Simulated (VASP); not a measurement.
# P (P-1) in VASP: single point with r2SCAN

Aim: the single point of P with r2SCAN.

Program: VASP 6.6.1. These are calculated values, not measurements. Logs are shortened: lines on timing, memory, paths and dates and some standing lists are left out, and cuts for length are marked.

## Step 1: The cell of the first run

The typed cell holds 8 atoms: a = 6.458 Å, b = 6.458 Å, c = 5.557 Å, α = 90.11°, β = 90.11°, γ = 83.26°.

## Step 2: Single point, r2SCAN (atoms displaced along a vibrational mode)

Input file POSCAR:

```
P
1.0
    4.8269041647     -4.2903700230      0.0039727382
    4.8269041647      4.2903700230      0.0039727382
   -0.0191252913      0.0000000000      5.5570947015
P
8
Direct
    0.8503811666      0.8387271602      0.2497776141
    0.1496188334      0.1612728398      0.7502223859
    0.7179118536      0.7115119814      0.5725434636
    0.2820881464      0.2884880186      0.4274565364
    0.5230083687      0.7786935399      0.2520179414
    0.2278853543      0.4827971483      0.7505068212
    0.4769916313      0.2213064601      0.7479820586
    0.7721146457      0.5172028517      0.2494931788
```

Input file INCAR.step1:

```
SYSTEM = P
  PREC = Accurate
  ENCUT = 520
  ISMEAR = 0
  SIGMA = 0.05
  LREAL = .FALSE.
  LASPH = .TRUE.
  NELM = 80
  NBANDS = 30
  GGA = PE
  ALGO = Normal
  EDIFF = 1E-4
  LWAVE = .TRUE.
  LCHARG = .FALSE.
```

Input file INCAR.step2:

```
SYSTEM = P
  PREC = Accurate
  ENCUT = 520
  EDIFF = 1E-7
  ISMEAR = 0
  SIGMA = 0.05
  LREAL = .FALSE.
  LASPH = .TRUE.
  NELM = 80
  ALGO = Normal
  ISIF = 2
  LWAVE = .FALSE.
  LCHARG = .FALSE.
  METAGGA = R2SCAN
  LMIXTAU = .TRUE.
  NBANDS = 30
  ISTART = 1
```

Input file KPOINTS:

```
Automatic mesh
0
G
  4 4 4
  0 0 0
```

Potentials or basis: VASP PAW PBE potentials, release 64 (P).

Run with:

```console
cat potpaw_PBE.64/P/POTCAR > POTCAR
cp INCAR.step1 INCAR
mpirun -np 1 vasp_std > vasp.out
cp INCAR.step2 INCAR
mpirun -np 1 vasp_std > vasp.out
```

OUTCAR:

```text
SYSTEM = P
   PREC = Accurate
   ENCUT = 520
   EDIFF = 1E-7
   ISMEAR = 0
   LREAL = .FALSE.
   LASPH = .TRUE.
   NELM = 80
   ISIF = 2
   METAGGA = R2SCAN
   ISTART = 1

 ion  position               nearest neighbor table
   1  0.850  0.839  0.250-   3 2.19   5 2.19   8 2.19
   2  0.150  0.161  0.750-   4 2.19   7 2.19   6 2.19
   3  0.718  0.712  0.573-   1 2.19   8 2.19   5 2.19
   4  0.282  0.288  0.427-   2 2.19   6 2.19   7 2.19
   5  0.523  0.779  0.252-   8 2.19   3 2.19   1 2.19
   6  0.228  0.483  0.751-   7 2.19   4 2.19   2 2.19
   7  0.477  0.221  0.748-   6 2.19   4 2.19   2 2.19
   8  0.772  0.517  0.249-   5 2.19   3 2.19   1 2.19

  LATTYP: Found a base centered monoclinic cell.
 ALAT       =     9.6538115991
 B/A-ratio  =     0.8888447799
 C/A-ratio  =     0.5756407772
 COS(beta)  =    -0.0026185419

  Lattice vectors:

 A1 = (   4.8269041647,  -4.2903700230,   0.0039727382)
 A2 = (   4.8269041647,   4.2903700230,   0.0039727382)
 A3 = (  -0.0191252913,   0.0000000000,   5.5570947015)

Analysis of symmetry for initial positions (statically):
=====================================================================
 Subroutine PRICEL returns:
 Original cell was already a primitive cell.

 Routine SETGRP: Setting up the symmetry group for a
 base centered monoclinic supercell.

 Subroutine GETGRP returns: Found  2 space group operations
 (whereof  2 operations were pure point group operations)
 out of a pool of  4 trial point group operations.

The static configuration has the point symmetry S_2 .

Analysis of symmetry for dynamics (positions and initial velocities):
=====================================================================
 Subroutine PRICEL returns:
 Original cell was already a primitive cell.

 Routine SETGRP: Setting up the symmetry group for a
 base centered monoclinic supercell.

 Subroutine GETGRP returns: Found  2 space group operations
 (whereof  2 operations were pure point group operations)
 out of a pool of  4 trial point group operations.

The dynamic configuration has the point symmetry S_2 .

 Subroutine INISYM returns: Found  2 space group operations
 (whereof  2 operations are pure point group operations),
 and found     1 'primitive' translations

----------------------------------------------------------------------------------------

[... 102 lines left out ...]
   ENCUT  =  520.0 eV  38.22 Ry    6.18 a.u.  12.01 12.01 10.33*2*pi/ulx,y,z
   NELM   =     80;   NELMIN=  2; NELMDL=  0     # of ELM steps
   EDIFF  = 0.1E-06   stopping-criterion for ELM
   LREAL  =      F    real-space projection
   EDIFFG = 0.1E-05   stopping-criterion for IOM
   NSW    =      0    number of steps for IOM
   IBRION =     -1    ionic relax: 0-MD 1-quasi-New 2-CG
   NFREE  =      0    steps in history (QN), initial steepest desc. (CG)
   ISIF   =      2    stress and relaxation
   ISYM   =      2    0-nonsym 1-usesym 2-fastsym
   POTIM  = 0.5000    time-step for ionic-motion
   TEBEG  =    0.0;   TEEND  =   0.0 temperature during run
   PSTRESS=    0.0 pullay stress
   NELECT =      40.0000    total number of electrons
   NUPDOWN=      -1.0000    fix difference up-down
   EMIN   =  10.00;   EMAX   =-10.00  energy-range for DOS
   EFERMI =   0.00;   METHOD = LEGACY
   ISMEAR =     0;   SIGMA  =   0.05  broadening in eV -4-tet -1-fermi 0-gaus
   EFERMI_NEDOS =   21; number of points for ismear=-14 and -15
   IALGO  =     38    algorithm
   IMIX   =      4    mixing-type and parameters
     AMIX     =   0.40;   BMIX     =  1.00
     AMIX_MAG =   1.60;   BMIX_MAG =  1.00
  volume/ion in A,a.u.               =      28.77       194.16
  Fermi-wavevector in a.u.,A,eV,Ry     =   0.913582  1.726419 11.355849  0.834631
  Thomas-Fermi vector in A             =   2.038110
   LORBIT       =      0    0 simple, 1 ext, 2 COOP (PROOUT), +10 PAW based schemes
   METAGGA = R2SCAN    functional components
   LHFCALC =     F    Hartree Fock is set to
   AEXX    =    0.0000 exact exchange contribution
   IVDW    =     0    specifies the selected vdW correction
   LEPSILON=     F    determine dielectric tensor
   LRPA    =     F    only Hartree local field effects (RPA)
 non-spin polarized calculation
 Gauss-broadening in eV      SIGMA  =   0.05
  energy-cutoff  :      520.00
  volume of cell :      230.17
 maximum number of plane-waves:      6220
   NGX = 25   NGY = 25   NGZ = 21

 number of electron      40.0000000 magnetization

 Free energy of the ion-electron system (eV)
  ---------------------------------------------------
  ext. energy  EPLUGINS =         0.00000000
  ---------------------------------------------------
  free energy    TOTEN  =       -70.76712308 eV

  energy without entropy =      -70.76712308  energy(sigma->0) =      -70.76712308

 E-fermi :   0.8175     XC(G=0):  -8.1559

 val. band max:        0.6036729516   @ k =   0.0000   0.5000   0.5000
 cond. band min:       3.9035886275   @ k =   0.0000   0.0000   0.0000
 fundamental gap:      3.2999156759
 Fermi energy:         0.8175232228

 k-point     1 :       0.0000    0.0000    0.0000
  band No.  band energies     occupation
      1     -14.4458      2.00000
      2     -14.2347      2.00000
      3      -7.3694      2.00000
      4      -7.2812      2.00000
      5      -7.0669      2.00000
      6      -6.9277      2.00000
[... 781 lines left out ...]
     29       6.2932      0.00000
     30       6.6194      0.00000

 [... further k-points ...]
[... 5 lines left out ...]
  --------------------------------------------------------------------------------------
  -------------------------------------------------------------------------------------
  Total       -0.9594486     -0.9621841     -0.9160232     -0.0087399      0.0004456     -0.0065973
  in kB       -6.6786679     -6.6977099     -6.3763863     -0.0608379      0.0031016     -0.0459236
  external PRESSURE =      -6.5842547 kB  Pullay stress =       0.0000000 kB

 VOLUME and BASIS-vectors are now :
 -----------------------------------------------------------------------------
  energy-cutoff  :      520.00
  volume of cell :      230.17
      direct lattice vectors                 reciprocal lattice vectors
     4.826904165 -4.290370023  0.003972738     0.103585770 -0.116540065  0.000356501
     4.826904165  4.290370023  0.003972738     0.103585770  0.116540065  0.000356501
    -0.019125291  0.000000000  5.557094701    -0.000148106  0.000000000  0.179949636

 POSITION                                       TOTAL-FORCE (eV/Angst)
 -----------------------------------------------------------------------------------
      8.14839     -0.05000      1.39475        -0.240230      0.010189      0.081710
      1.48630      0.05000      4.17029         0.240230     -0.010189     -0.081710
      6.88874     -0.02746      3.18736        -0.004576      0.003951     -0.244824
      2.74594      0.02746      2.37768         0.004576     -0.003951      0.244824
      6.27837      1.09698      1.40566         0.114112     -0.216897      0.079840
      3.41604      1.09367      4.17346        -0.129942     -0.208283     -0.083924
      3.35631     -1.09698      4.15938        -0.114112      0.216897     -0.079840
      6.21864     -1.09367      1.39158         0.129942      0.208283      0.083924
 -----------------------------------------------------------------------------------
    total drift:                                0.000000     -0.000000      0.000000

  FREE ENERGIE OF THE ION-ELECTRON SYSTEM (eV)
  ---------------------------------------------------
  free  energy   TOTEN  =       -70.7671230818 eV

  energy  without entropy=      -70.7671230818  energy(sigma->0) =      -70.76712308
```

OSZICAR.step1:

```text
N       E                     dE             d eps       ncg     rms          rms(c)
DAV:   1     0.174978490779E+03    0.17498E+03   -0.15598E+04  2160   0.109E+03
DAV:   2    -0.286929395513E+02   -0.20367E+03   -0.19738E+03  2772   0.185E+02
DAV:   3    -0.431691592704E+02   -0.14476E+02   -0.14364E+02  2616   0.525E+01
DAV:   4    -0.434824126339E+02   -0.31325E+00   -0.31235E+00  3138   0.905E+00
DAV:   5    -0.434900501139E+02   -0.76375E-02   -0.76347E-02  2966   0.133E+00    0.168E+01
DAV:   6    -0.421816888824E+02    0.13084E+01   -0.29960E+00  2454   0.674E+00    0.852E+00
DAV:   7    -0.421324661682E+02    0.49223E-01   -0.17921E+00  2492   0.480E+00    0.268E+00
DAV:   8    -0.421188018872E+02    0.13664E-01   -0.31569E-01  2436   0.251E+00    0.113E+00
DAV:   9    -0.421202680244E+02   -0.14661E-02   -0.19600E-02  2798   0.708E-01    0.336E-01
DAV:  10    -0.421199001488E+02    0.36788E-03   -0.32898E-03  2740   0.295E-01    0.178E-01
DAV:  11    -0.421202040529E+02   -0.30390E-03   -0.22140E-03  2580   0.199E-01    0.165E-01
DAV:  12    -0.421201234939E+02    0.80559E-04   -0.21887E-04  2110   0.750E-02
   1 F= -.42120123E+02 E0= -.42120123E+02  d E =-.815929E-11
```

It used 520 s of CPU time on 1 thread of Intel Xeon 8259CL, with other jobs on the host.

What came out:

```yaml
Free_energy: -70.7671 eV
Pressure: -0.7 GPa
Largest_force: 0.259 eV/Å
Band_gap_on_the_k_mesh: 3.30 eV (least direct gap 3.65 eV)
```

Forces on the atoms (eV/Å):
```
P   -0.240  0.010  0.082
P    0.240 -0.010 -0.082
P   -0.005  0.004 -0.245
P    0.005 -0.004  0.245
P    0.114 -0.217  0.080
P   -0.130 -0.208 -0.084
P   -0.114  0.217 -0.080
P    0.130  0.208  0.084
```

Levels at points of the mesh, in eV from the valence-band top:
```
           k point  band 17  band 18  band 19  band 20  band 21  band 22  band 23  band 24
(0.00, 0.00, 0.00)    -0.58    -0.54    -0.44    -0.38     3.30     3.79     4.05     4.05
(0.50, 0.00, 0.00)    -0.59    -0.47    -0.39    -0.32     3.82     3.92     4.21     4.25
(0.00, 0.50, 0.00)    -0.62    -0.52    -0.35    -0.30     3.79     4.01     4.17     4.27
(0.50, 0.50, 0.00)    -0.69    -0.60    -0.29    -0.22     3.59     3.96     4.00     4.01
(0.00, 0.00, 0.50)    -0.93    -0.86    -0.38    -0.24     4.28     4.45     4.52     4.75
(0.50, 0.00, 0.50)    -0.82    -0.38    -0.29    -0.07     3.68     3.91     4.38     4.38
(0.00, 0.50, 0.50)    -0.84    -0.36    -0.34     0.00     3.65     3.89     4.44     4.46
(0.50, 0.50, 0.50)    -0.64    -0.61    -0.51    -0.49     3.90     3.96     4.04     4.37
```

Caveat: the cell differs from its parent crystal (atoms displaced along a vibrational mode); the PAW data sets were made with another functional, which shifts forces and pressure a little.
